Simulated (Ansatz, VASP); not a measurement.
# Ge in VASP and in Ansatz

Contents of INCAR:

```
PREC = Accurate
ENCUT = 520
EDIFF = 1E-6
ISMEAR = 0
SIGMA = 0.15
LREAL = F
LASPH = T
NELM = 80
ALGO = Fast
ISIF = 2
LWAVE = F
LCHARG = F
GGA = PS
NBANDS = 66
```

File KPOINTS:

```
regular mesh
0
Gamma
  12 12 5
```

POSCAR

```
Ge
1.0
   -2.6120665640     -2.8511133374      0.0000000000
    2.6120665640     -2.8511133374      0.0000000000
    0.0000000000      0.0000000000     11.8733758587
Ge
8
Direct
    0.0000000000      0.0000000000      0.3227828259
    0.5000000000      0.5000000000      0.7385607806
    0.0000000000      0.0000000000      0.6947921403
    0.5000000000      0.5000000000      0.2790141856
    0.2272617333      0.2272617333      0.0930095285
    0.7272617333      0.7272617333      0.5087874831
    0.7727382667      0.7727382667      0.0930095285
    0.2727382667      0.2727382667      0.5087874831
```

Input for Ansatz:

```yaml
crystal:
  lattice:
    - [-2.612066564, -2.8511133374, 0.0]
    - [2.612066564, -2.8511133374, 0.0]
    - [0.0, 0.0, 11.8733758587]
  atoms:
    - { symbol: Ge, position: [0.0, 0.0, 0.3227828259] }
    - { symbol: Ge, position: [0.5, 0.5, 0.7385607806] }
    - { symbol: Ge, position: [0.0, 0.0, 0.6947921403] }
    - { symbol: Ge, position: [0.5, 0.5, 0.2790141856] }
    - { symbol: Ge, position: [0.2272617333, 0.2272617333, 0.0930095285] }
    - { symbol: Ge, position: [0.7272617333, 0.7272617333, 0.5087874831] }
    - { symbol: Ge, position: [0.7727382667, 0.7727382667, 0.0930095285] }
    - { symbol: Ge, position: [0.2727382667, 0.2727382667, 0.5087874831] }
basis:
  ecutwfc: 420
kpoints:
  mp_grid: { grid: [12, 12, 5] }
hamiltonian:
  xc: pbesol
scf:
  occupations: { method: gaussian, width: 0.15 }
output:
  forces: true
  stress: true
  eigenvalues: true
```

Alike in both runs: task single point; functional PBEsol; k mesh 12 × 12 × 5; occupations gaussian, width 0.15 eV; no spin polarisation.

|  | VASP | Ansatz |
| --- | --- | --- |
| version | VASP 6.6.1 | Ansatz 0.2.0 |
| potentials or method | VASP PAW PBE potentials, release 64 (Ge_d), cutoff 520 eV | scalar-relativistic, plane waves, PAW |
| valence electrons in the cell | 112 | 112 |

|  | VASP | Ansatz | Ansatz less VASP |
| --- | --- | --- | --- |
| gap on the k mesh at the Fermi level (eV) | none | none | - |
| pressure (GPa) | -2.0 | -2.0 | 0.00 |
| traceless stress, the component that is largest in VASP (GPa) | 1.22 | 1.24 | +0.014 |
| rms of the force components (eV/Å) | 0.180 | 0.180 | +0.0006 |

VASP's potentials were made for PBE, not for PBEsol. Atom by atom the forces differ by 0.002 eV/Å (rms over components). A gap of «none» marks a metal or a gap that the smearing closes.
